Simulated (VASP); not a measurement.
# S (R-3) in VASP: a series of runs

S is run at these levels: r2SCAN; tasks: single point.

Program: VASP 6.6.1. These are calculated values, not measurements. Logs are shortened: lines on timing, memory, paths and dates and some standing lists are left out, and cuts for length are marked.

## Step 1: The cell of the first run

Symmetry: R-3, No. 148, trigonal system. The conventional cell has a = 10.911 Å, b = 10.911 Å, c = 4.440 Å, α = 90.00°, β = 90.00°, γ = 120.00°. Within 2.7 Å of S (site symmetry 1) lie 2 S at 2.07 Å.

## Step 2: Single point, r2SCAN

POSCAR reads:

```
S
1.0
    5.4556965448      3.1498478687      1.4798929970
   -5.4556965448      3.1498478687      1.4798929970
    0.0000000000     -6.2996957375      1.4798929970
S
6
Direct
    0.5887063044      0.3581783185      0.2538955609
    0.2538955609      0.5887063044      0.3581783185
    0.3581783185      0.2538955609      0.5887063044
    0.4112936956      0.6418216815      0.7461044391
    0.7461044391      0.4112936956      0.6418216815
    0.6418216815      0.7461044391      0.4112936956
```

INCAR.step1 reads:

```
ALGO = Normal
EDIFF = 1E-4
ENCUT = 520
GGA = PE
ISMEAR = -1
LASPH = T
LCHARG = F
LREAL = F
LWAVE = T
NBANDS = 27
NELM = 80
PREC = Accurate
SIGMA = 0.05
```

INCAR.step2 reads:

```
ALGO = Normal
EDIFF = 1E-6
ENCUT = 520
ISIF = 2
ISMEAR = -1
ISTART = 1
LASPH = T
LCHARG = F
LMIXTAU = T
LREAL = F
LWAVE = F
METAGGA = R2SCAN
NBANDS = 27
NELM = 80
PREC = Accurate
SIGMA = 0.05
```

KPOINTS reads:

```
k-points
0
Gamma
  5 5 5
```

Potentials or basis: VASP PAW PBE potentials, release 64 (S).

Started as:

```
$ cat potpaw_PBE.64/S/POTCAR > POTCAR
$ cp INCAR.step1 INCAR
$ mpirun -np 1 vasp_std > vasp.out
$ cp INCAR.step2 INCAR
$ mpirun -np 1 vasp_std > vasp.out
```

OUTCAR:

```text
EDIFF = 1E-6
   ENCUT = 520
   ISIF = 2
   ISMEAR = -1
   ISTART = 1
   LASPH = T
   LREAL = F
   METAGGA = R2SCAN
   NELM = 80
   PREC = Accurate

 ion  position               nearest neighbor table
   1  0.589  0.358  0.254-   6 2.07   5 2.07
   2  0.254  0.589  0.358-   6 2.07   4 2.07
   3  0.358  0.254  0.589-   5 2.07   4 2.07
   4  0.411  0.642  0.746-   3 2.07   2 2.07
   5  0.746  0.411  0.642-   3 2.07   1 2.07
   6  0.642  0.746  0.411-   2 2.07   1 2.07

  LATTYP: Found a trigonal (rhomboedric) cell.
 ALAT       =     6.4711861098
 COS(alpha) =    -0.4215515967

  Lattice vectors:

 A1 = (   5.4556965448,   3.1498478687,   1.4798929970)
 A2 = (  -5.4556965448,   3.1498478687,   1.4798929970)
 A3 = (   0.0000000000,  -6.2996957375,   1.4798929970)

Analysis of symmetry for initial positions (statically):
=====================================================================
 Subroutine PRICEL returns:
 Original cell was already a primitive cell.

 Routine SETGRP: Setting up the symmetry group for a
 trigonal (rhombohedral) supercell.

 Subroutine GETGRP returns: Found  6 space group operations
 (whereof  6 operations were pure point group operations)
 out of a pool of 12 trial point group operations.

The static configuration has the point symmetry S_6 .

Analysis of symmetry for dynamics (positions and initial velocities):
=====================================================================
 Subroutine PRICEL returns:
 Original cell was already a primitive cell.

 Routine SETGRP: Setting up the symmetry group for a
 trigonal (rhombohedral) supercell.

 Subroutine GETGRP returns: Found  6 space group operations
 (whereof  6 operations were pure point group operations)
 out of a pool of 12 trial point group operations.

The dynamic configuration has the point symmetry S_6 .

 Subroutine INISYM returns: Found  6 space group operations
 (whereof  6 operations are pure point group operations),
 and found     1 'primitive' translations

----------------------------------------------------------------------------------------

                                     Primitive cell

  volume of cell :     152.5883

  direct lattice vectors                    reciprocal lattice vectors
     5.455696545  3.149847869  1.479892997     0.091647326  0.052912608  0.225241510
    -5.455696545  3.149847869  1.479892997    -0.091647326  0.052912608  0.225241510
     0.000000000 -6.299695737  1.479892997     0.000000000 -0.105825217  0.225241510

  length of vectors
     6.471186110  6.471186110  6.471186110     0.248862842  0.248862842  0.248862842

  position of ions in fractional coordinates (direct lattice)
     0.588706304  0.358178319  0.253895561
     0.253895561  0.588706304  0.358178319
     0.358178319  0.253895561  0.588706304
     0.411293696  0.641821681  0.746104439
     0.746104439  0.411293696  0.641821681
     0.641821681  0.746104439  0.411293696

  ion indices of the primitive-cell ions
   primitive index   ion index
                 1           1
                 2           2
                 3           3
                 4           4
                 5           5
                 6           6

----------------------------------------------------------------------------------------

 KPOINTS: k-points

Automatic generation of k-mesh.
 Grid dimensions read from file:
 generate k-points for:    5    5    5

 Generating k-lattice:

  Cartesian coordinates                     Fractional coordinates (reciprocal lattice)
     0.018329465  0.010582522  0.045048302     0.200000000  0.000000000  0.000000000
    -0.018329465  0.010582522  0.045048302     0.000000000  0.200000000  0.000000000
     0.000000000 -0.021165043  0.045048302     0.000000000  0.000000000  0.200000000

  Length of vectors
     0.049772568  0.049772568  0.049772568

  Shift w.r.t. Gamma in fractional coordinates (k-lattice)
     0.000000000  0.000000000  0.000000000

 Subroutine IBZKPT returns following result:
 ===========================================

 Found     23 irreducible k-points:

 Following reciprocal coordinates:
            Coordinates               Weight
  0.000000  0.000000  0.000000      1.000000
  0.200000 -0.000000  0.000000      6.000000
  0.400000  0.000000 -0.000000      6.000000
  0.200000  0.200000  0.000000      6.000000
  0.400000  0.200000  0.000000      6.000000
 -0.400000  0.000000 -0.200000      6.000000
[... 15 lines left out ...]
  0.400000  0.400000  0.400000      2.000000
 -0.400000  0.400000  0.400000      6.000000
   k-points           NKPTS =     23   k-points in BZ     NKDIM =     23   number of bands    NBANDS=     27
   number of dos      NEDOS =    301   number of ions     NIONS =      6
   total plane-waves  NPLWV = 110592
   dimension x,y,z NGX =    48 NGY =   48 NGZ =   48
   dimension x,y,z NGXF=    96 NGYF=   96 NGZF=   96
   ions per type =               6
   NGX,Y,Z   is equivalent  to a cutoff of  12.33, 12.33, 12.33 a.u.
   NGXF,Y,Z  is equivalent  to a cutoff of  24.66, 24.66, 24.66 a.u.
 SYSTEM =  unknown system
   PREC   = accura    normal or accurate (medium, high low for compatibility)
   ISTART =      1    job   : 0-new  1-cont  2-samecut
   ICHARG =      0    charge: 1-file 2-atom 10-const
   ISPIN  =      1    spin polarized calculation?
   LNONCOLLINEAR =      F non collinear calculations
   LSORBIT =      F    spin-orbit coupling
   LASPH  =      T    aspherical Exc in radial PAW
   ENCUT  =  520.0 eV  38.22 Ry    6.18 a.u.  12.03 12.03 12.03*2*pi/ulx,y,z
   NELM   =     80;   NELMIN=  2; NELMDL=  0     # of ELM steps
   EDIFF  = 0.1E-05   stopping-criterion for ELM
   LREAL  =      F    real-space projection
[... 7 lines left out ...]
   TEBEG  =    0.0;   TEEND  =   0.0 temperature during run
   PSTRESS=    0.0 pullay stress
   NELECT =      36.0000    total number of electrons
   NUPDOWN=      -1.0000    fix difference up-down
   EMIN   =  10.00;   EMAX   =-10.00  energy-range for DOS
   EFERMI =   0.00;   METHOD = LEGACY
   ISMEAR =    -1;   SIGMA  =   0.05  broadening in eV -4-tet -1-fermi 0-gaus
   EFERMI_NEDOS =   21; number of points for ismear=-14 and -15
   IALGO  =     38    algorithm
   IMIX   =      4    mixing-type and parameters
     AMIX     =   0.40;   BMIX     =  1.00
     AMIX_MAG =   1.60;   BMIX_MAG =  1.00
  volume/ion in A,a.u.               =      25.43       171.62
  Fermi-wavevector in a.u.,A,eV,Ry     =   1.011584  1.911616 13.922867  1.023302
  Thomas-Fermi vector in A             =   2.144642
   LORBIT       =      0    0 simple, 1 ext, 2 COOP (PROOUT), +10 PAW based schemes
   METAGGA = R2SCAN    functional components
   LHFCALC =     F    Hartree Fock is set to
   AEXX    =    0.0000 exact exchange contribution
   IVDW    =     0    specifies the selected vdW correction
   LEPSILON=     F    determine dielectric tensor
   LRPA    =     F    only Hartree local field effects (RPA)
 non-spin polarized calculation
  energy-cutoff  :      520.00
  volume of cell :      152.59
 maximum number of plane-waves:      4128
   NGX = 25   NGY = 25   NGZ = 25

 number of electron      35.9999998 magnetization

 Free energy of the ion-electron system (eV)
  ---------------------------------------------------
  ext. energy  EPLUGINS =         0.00000000
  ---------------------------------------------------
  free energy    TOTEN  =       -47.88807787 eV

  energy without entropy =      -47.88807787  energy(sigma->0) =      -47.88807787

 E-fermi :   3.0477     XC(G=0):  -8.7594

 val. band max:        1.8577780856   @ k =  -0.4000  -0.4000   0.2000
 cond. band min:       4.3358199539   @ k =  -0.2000   0.2000   0.2000
 fundamental gap:      2.4780418683
 Fermi energy:         3.0477407600

 k-point     1 :       0.0000    0.0000    0.0000
  band No.  band energies     occupation
      1     -15.4824      2.00000
      2     -13.5124      2.00000
      3     -13.5124      2.00000
      4     -10.1107      2.00000
      5     -10.1107      2.00000
      6      -7.1290      2.00000
[... 19 lines left out ...]
     26       9.4011      0.00000
     27       9.4011      0.00000

 k-point     2 :       0.2000   -0.0000    0.0000
  band No.  band energies     occupation
      1     -15.4306      2.00000
      2     -13.5500      2.00000
      3     -13.5119      2.00000
      4     -10.1038      2.00000
      5     -10.0343      2.00000
      6      -7.2115      2.00000
[... 19 lines left out ...]
     26       9.1465      0.00000
     27       9.5082      0.00000

 k-point     3 :       0.4000    0.0000   -0.0000
  band No.  band energies     occupation
      1     -15.3415      2.00000
      2     -13.6137      2.00000
      3     -13.5112      2.00000
      4     -10.0921      2.00000
      5      -9.9070      2.00000
      6      -7.3639      2.00000
[... 19 lines left out ...]
     26       9.7710      0.00000
     27      10.1078      0.00000

 k-point     4 :       0.2000    0.2000    0.0000
  band No.  band energies     occupation
      1     -15.3582      2.00000
      2     -13.5591      2.00000
      3     -13.5287      2.00000
      4     -10.0433      2.00000
      5      -9.9789      2.00000
      6      -7.3776      2.00000
[... 19 lines left out ...]
     26       9.6519      0.00000
     27       9.8818      0.00000
[... 486 lines left out ...]
      4     -10.0941      2.00000
      5      -9.9484      2.00000
      6      -7.0903      2.00000
[... 19 lines left out ...]
     26       9.6769      0.00000
     27      10.5187      0.00000

 k-point    22 :       0.4000    0.4000    0.4000
  band No.  band energies     occupation
      1     -15.2825      2.00000
      2     -13.6926      2.00000
      3     -13.6926      2.00000
      4     -10.0223      2.00000
      5     -10.0223      2.00000
      6      -6.8361      2.00000
[... 19 lines left out ...]
     26       9.9623      0.00000
     27       9.9623      0.00000

 k-point    23 :      -0.4000    0.4000    0.4000
  band No.  band energies     occupation
      1     -15.2608      2.00000
      2     -13.6491      2.00000
      3     -13.6315      2.00000
      4     -10.0612      2.00000
      5     -10.0249      2.00000
      6      -6.9304      2.00000
[... 19 lines left out ...]
     26      10.1876      0.00000
     27      10.2732      0.00000

------------------------ aborting loop because EDIFF is reached ----------------------------------------

  FORCE on cell =-STRESS in cart. coord.  units (eV):
  Direction    XX          YY          ZZ          XY          YZ          ZX
  --------------------------------------------------------------------------------------
  -------------------------------------------------------------------------------------
  Total       -0.5856516     -0.5856516     -0.2782400     -0.0000001      0.0000000      0.0000000
  in kB       -6.1493410     -6.1493410     -2.9215198     -0.0000013      0.0000000      0.0000000
  external PRESSURE =      -5.0734006 kB  Pullay stress =       0.0000000 kB

 VOLUME and BASIS-vectors are now :
 -----------------------------------------------------------------------------
  energy-cutoff  :      520.00
  volume of cell :      152.59
      direct lattice vectors                 reciprocal lattice vectors
     5.455696545  3.149847869  1.479892997     0.091647326  0.052912608  0.225241510
    -5.455696545  3.149847869  1.479892997    -0.091647326  0.052912608  0.225241510
     0.000000000 -6.299695737  1.479892997     0.000000000 -0.105825217  0.225241510

 POSITION                                       TOTAL-FORCE (eV/Angst)
 -----------------------------------------------------------------------------------
      1.25769      1.38308      1.77703        -0.064856     -0.072597      0.087972
     -1.82663      0.39765      1.77703         0.095299     -0.019869      0.087972
      0.56894     -1.78073      1.77703        -0.030442      0.092466      0.087972
     -1.25769     -1.38308      2.66265         0.064856      0.072597     -0.087972
      1.82663     -0.39765      2.66265        -0.095299      0.019869     -0.087972
     -0.56894      1.78073      2.66265         0.030442     -0.092466     -0.087972
 -----------------------------------------------------------------------------------
    total drift:                                0.000000     -0.000000      0.000000

  FREE ENERGIE OF THE ION-ELECTRON SYSTEM (eV)
  ---------------------------------------------------
  free  energy   TOTEN  =       -47.8880778739 eV

  energy  without entropy=      -47.8880778738  energy(sigma->0) =      -47.88807787
```

Run time: 3.6 min. Hardware: 1 thread of Intel Xeon Platinum 8488C (Sapphire Rapids), shared host; peak memory 0.37 GiB.

What came out:

```yaml
Free_energy: -47.8881 eV
Pressure: -0.5 GPa
Largest_force: 0.131 eV/Å
Band_gap_on_the_k_mesh: 2.48 eV (least direct gap 2.53 eV)
```

Forces on the atoms (eV/Å):
```
S   -0.065 -0.073  0.088
S    0.095 -0.020  0.088
S   -0.030  0.092  0.088
S    0.065  0.073 -0.088
S   -0.095  0.020 -0.088
S    0.030 -0.092 -0.088
```

Stress tensor (GPa, compression positive):
```
-0.61  0.00  0.00
 0.00 -0.61  0.00
 0.00  0.00 -0.29
```

Levels at points of the mesh, in eV from the valence-band top:
```csv
k point,band 15,band 16,band 17,band 18,band 19,band 20,band 21,band 22
"(0.00, 0.00, 0.00)",-0.90,-0.90,-0.81,-0.81,2.71,2.71,3.88,3.88
```

Caveat: the PAW data sets were made with another functional, which shifts forces and pressure a little. r2SCAN opens gaps a little over a GGA but as a rule still falls short of measured ones.

## Step 3: Single point, r2SCAN

POSCAR is that of step 2.

INCAR.step1 reads:

```
SYSTEM = S
ALGO = Normal
EDIFF = 1E-4
ENCUT = 520
GGA = PE
ISMEAR = -1
LASPH = .TRUE.
LCHARG = .FALSE.
LREAL = .FALSE.
LWAVE = .TRUE.
NBANDS = 27
NELM = 100
PREC = Accurate
SIGMA = 0.05
```

INCAR.step2 reads:

```
SYSTEM = S
ALGO = Normal
EDIFF = 1E-6
ENCUT = 520
ISIF = 2
ISMEAR = -1
ISTART = 1
LASPH = .TRUE.
LCHARG = .TRUE.
LELF = .TRUE.
LMIXTAU = .TRUE.
LREAL = .FALSE.
LVHAR = .TRUE.
LWAVE = .FALSE.
METAGGA = R2SCAN
NBANDS = 27
NELM = 100
PREC = Accurate
SIGMA = 0.05
```

KPOINTS reads:

```
k-points
0
G
  7 7 7
  0 0 0
```

Potentials or basis: VASP PAW PBE potentials, release 64 (S).

Started as:

```
$ cat potpaw_PBE.64/S/POTCAR > POTCAR
$ cp INCAR.step1 INCAR
$ mpirun -np 1 vasp_std > vasp.out
$ cp INCAR.step2 INCAR
$ mpirun -np 1 vasp_std > vasp.out
```

It took 10 min on 1 thread of Intel Xeon Platinum 8488C (Sapphire Rapids), shared host; peak memory 0.44 GiB.

It converged, with:

* Free energy: -47.8881 eV
* Pressure: -0.5 GPa
* Largest force: 0.131 eV/Å
* Band gap on the k mesh: 2.42 eV (least direct gap 2.49 eV)

Forces in eV/Å, atoms in the order of the input:
```
S   -0.065 -0.073  0.088
S    0.095 -0.020  0.088
S   -0.030  0.092  0.088
S    0.065  0.073 -0.088
S   -0.095  0.020 -0.088
S    0.030 -0.092 -0.088
```

Stress tensor (GPa, compression positive):
```
-0.61  0.00  0.00
 0.00 -0.61  0.00
 0.00  0.00 -0.29
```

Levels at points of the mesh, in eV from the valence-band top:
```
           k point  band 14  band 15  band 16  band 17  band 18  band 19  band 20  band 21  band 22  band 23
(0.00, 0.00, 0.00)    -1.01    -0.94    -0.94    -0.85    -0.85     2.67     2.67     3.84     3.84     4.07
```

Caveat: the PAW data sets were made with another functional, which shifts forces and pressure a little.
